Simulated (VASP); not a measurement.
# IrRu2 (P-3m1) in VASP: further runs, part 2 of 2

VASP 6.6.1. The steps go on from the part before.

## Step 5: Single point, PBE

This run uses another cell than the first one, of 14.02 Å³/atom.

File INCAR:

```
SYSTEM = IrRu2
PREC = Accurate
ENCUT = 520
EDIFF = 1E-7
ISMEAR = 0
SIGMA = 0.1
LREAL = .FALSE.
LASPH = .TRUE.
NELM = 80
ALGO = Fast
ISIF = 2
LWAVE = .FALSE.
LCHARG = .FALSE.
GGA = PE
NBANDS = 46
```

File KPOINTS:

```
Automatic mesh
0
G
  18 18 4
  0 0 0
```

File POSCAR:

```
IrRu2
1.0
    2.7304350849      0.0000000000      0.0000000000
   -1.3652175424      2.3646261469      0.0000000000
    0.0000000000      0.0000000000     13.0268531540
Ru Ir
4 2
Direct
    0.3333333333      0.6666666667      0.9175624865
    0.3333333333      0.6666666667      0.2457604222
    0.6666666667      0.3333333333      0.0824375135
    0.6666666667      0.3333333333      0.7542395778
    0.3333333333      0.6666666667      0.5872951319
    0.6666666667      0.3333333333      0.4127048681
```

Potentials or basis: VASP PAW PBE potentials, release 64 (Ru_pv, Ir).

Run with:

```console
$ cat potpaw_PBE.64/Ru_pv/POTCAR potpaw_PBE.64/Ir/POTCAR > POTCAR
$ mpirun -np 1 vasp_std > vasp.out
```

OUTCAR:

```text
SYSTEM = IrRu2
   PREC = Accurate
   ENCUT = 520
   EDIFF = 1E-7
   ISMEAR = 0
   LREAL = .FALSE.
   LASPH = .TRUE.
   NELM = 80
   ISIF = 2
   GGA = PE

 ion  position               nearest neighbor table
   1  0.333  0.667  0.918-   4 2.65   4 2.65   4 2.65   3 2.66   3 2.66   3 2.66
   2  0.333  0.667  0.246-   3 2.65   3 2.65   3 2.65   6 2.69   6 2.69   6 2.69
   3  0.667  0.333  0.082-   2 2.65   2 2.65   2 2.65   1 2.66   1 2.66   1 2.66
   4  0.667  0.333  0.754-   1 2.65   1 2.65   1 2.65   5 2.69   5 2.69   5 2.69
   5  0.333  0.667  0.587-   4 2.69   4 2.69   4 2.69   6 2.77   6 2.77   6 2.77
   6  0.667  0.333  0.413-   2 2.69   2 2.69   2 2.69   5 2.77   5 2.77   5 2.77

  LATTYP: Found a hexagonal cell.
 ALAT       =     2.7304350849
 C/A-ratio  =     4.7709807225

  Lattice vectors:

 A1 = (   2.7304350849,   0.0000000000,   0.0000000000)
 A2 = (  -1.3652175424,   2.3646261469,   0.0000000000)
 A3 = (   0.0000000000,   0.0000000000,  13.0268531540)

Analysis of symmetry for initial positions (statically):
=====================================================================
 Subroutine PRICEL returns:
 Original cell was already a primitive cell.

[... 177 lines left out ...]

 E-fermi :  11.7752     XC(G=0): -13.9650

 val. band max:       11.7749871703   @ k =   0.1111  -0.0000   0.5000
 cond. band min:      11.7756061445   @ k =   0.2222   0.1111   0.5000
 fundamental gap:      0.0006189742
 Fermi energy:        11.7751614148

 k-point     1 :       0.0000    0.0000    0.0000
  band No.  band energies     occupation
      1     -31.8524      2.00000
      2     -31.6348      2.00000
      3     -31.2708      2.00000
      4     -31.0579      2.00000
      5     -31.0579      2.00000
      6     -31.0450      2.00000
[... 1165 lines left out ...]
     45      15.1858      0.00000
     46      16.8017      0.00000

 [... further k-points ...]
[... 5 lines left out ...]
  --------------------------------------------------------------------------------------
  -------------------------------------------------------------------------------------
  Total        0.0513611      0.0513611      0.0485386      0.0000000      0.0000000      0.0000000
  in kB        0.9783884      0.9783884      0.9246220      0.0000000      0.0000000      0.0000000
  external PRESSURE =       0.9604663 kB  Pullay stress =       0.0000000 kB

 VOLUME and BASIS-vectors are now :
 -----------------------------------------------------------------------------
  energy-cutoff  :      520.00
  volume of cell :       84.11
      direct lattice vectors                 reciprocal lattice vectors
     2.730435085  0.000000000  0.000000000     0.366241998  0.211449916  0.000000000
    -1.365217542  2.364626147  0.000000000     0.000000000  0.422899832  0.000000000
     0.000000000  0.000000000 13.026853154     0.000000000  0.000000000  0.076764510

 POSITION                                       TOTAL-FORCE (eV/Angst)
 -----------------------------------------------------------------------------------
     -0.00000      1.57642     11.95295         0.000000      0.000000      0.001485
     -0.00000      1.57642      3.20148        -0.000000      0.000000     -0.008444
      1.36522      0.78821      1.07390         0.000000     -0.000000     -0.001485
      1.36522      0.78821      9.82537         0.000000     -0.000000      0.008444
     -0.00000      1.57642      7.65061         0.000000     -0.000000      0.020178
      1.36522      0.78821      5.37625        -0.000000      0.000000     -0.020178
 -----------------------------------------------------------------------------------
    total drift:                                0.000000     -0.000000      0.000000

  FREE ENERGIE OF THE ION-ELECTRON SYSTEM (eV)
  ---------------------------------------------------
  free  energy   TOTEN  =       -54.7348972640 eV

  energy  without entropy=      -54.7105824619  energy(sigma->0) =      -54.72273986
```

OSZICAR:

```text
N       E                     dE             d eps       ncg     rms          rms(c)
DAV:   1     0.924310722863E+03    0.92431E+03   -0.41943E+04 12800   0.174E+03
DAV:   2    -0.155641090255E+02   -0.93987E+03   -0.91157E+03 12996   0.554E+02
DAV:   3    -0.578943250859E+02   -0.42330E+02   -0.38820E+02 15336   0.122E+02
[... 28 lines left out ...]
RMM:  32    -0.547348967420E+02   -0.18925E-06   -0.18988E-06  2393   0.350E-04    0.491E-04
RMM:  33    -0.547348969573E+02   -0.21535E-06   -0.21884E-06  2391   0.337E-04    0.426E-04
RMM:  34    -0.547348970713E+02   -0.11397E-06   -0.11213E-06  1655   0.315E-04    0.404E-04
RMM:  35    -0.547348971968E+02   -0.12552E-06   -0.12660E-06  1285   0.302E-04    0.532E-04
RMM:  36    -0.547348972640E+02   -0.67201E-07   -0.66893E-07  1117   0.303E-04
   1 F= -.54734897E+02 E0= -.54722740E+02  d E =-.243148E-01
```

It took 10 min on 1 thread of Intel Xeon 6975P-C (Granite Rapids), shared host; peak memory 0.5 GiB.

Results:

| Quantity | Value |
| --- | --- |
| Free energy | -54.7349 eV |
| Pressure | 0.1 GPa |
| Largest force | 0.020 eV/Å |
| Band gap on the k mesh | zero (bands 37 and 38 overlap by 2.58 eV) |

Forces on the atoms (eV/Å):
```
Ru   0.000  0.000  0.001
Ru   0.000  0.000 -0.008
Ru   0.000  0.000 -0.001
Ru   0.000  0.000  0.008
Ir   0.000  0.000  0.020
Ir   0.000  0.000 -0.020
```

Caveat: spin-orbit coupling is left out, which moves the levels of the heavy elements.

## Step 6: Overview

| task | cell | k mesh | cutoff (eV) | gap on the mesh (eV) | pressure (GPa) | largest force (eV/Å) |
| --- | --- | --- | --- | --- | --- | --- |
| single point | a = 2.682, b = 2.682, c = 13.152 Å, angles 90.0, 90.0, 120.0°, 6 atoms, atomic positions A | 6 × 6 × 2 | 520 | none | 11.1 | 0.85 |
| single point | a = 2.754, b = 2.754, c = 12.850 Å, angles 90.0, 90.0, 120.0°, 6 atoms, atomic positions B | 6 × 6 × 2 | 520 | none | 0.2 | 0.02 |
| relaxation of cell and atoms | relaxed from a = 2.682, b = 2.682, c = 13.152 Å, angles 90.0, 90.0, 120.0°, 6 atoms, atomic positions A | 6 × 6 × 2 | 600 | none | -0.1 | 0.04 |
| single point | a = 2.730, b = 2.730, c = 13.027 Å, angles 90.0, 90.0, 120.0°, 6 atoms, atomic positions C | 18 × 18 × 4 | 520 | none | 0.1 | 0.02 |

Alike in all rows: level PBE; potentials or basis VASP PAW PBE potentials, release 64 (Ru_pv, Ir); no spin polarisation; smearing gaussian 0.1 eV.

Caveats: some runs use coarse meshes; spin-orbit coupling is left out, which moves the levels of the heavy elements.

Total energies depend on the potentials used, so only differences within one code and one set of settings carry meaning.
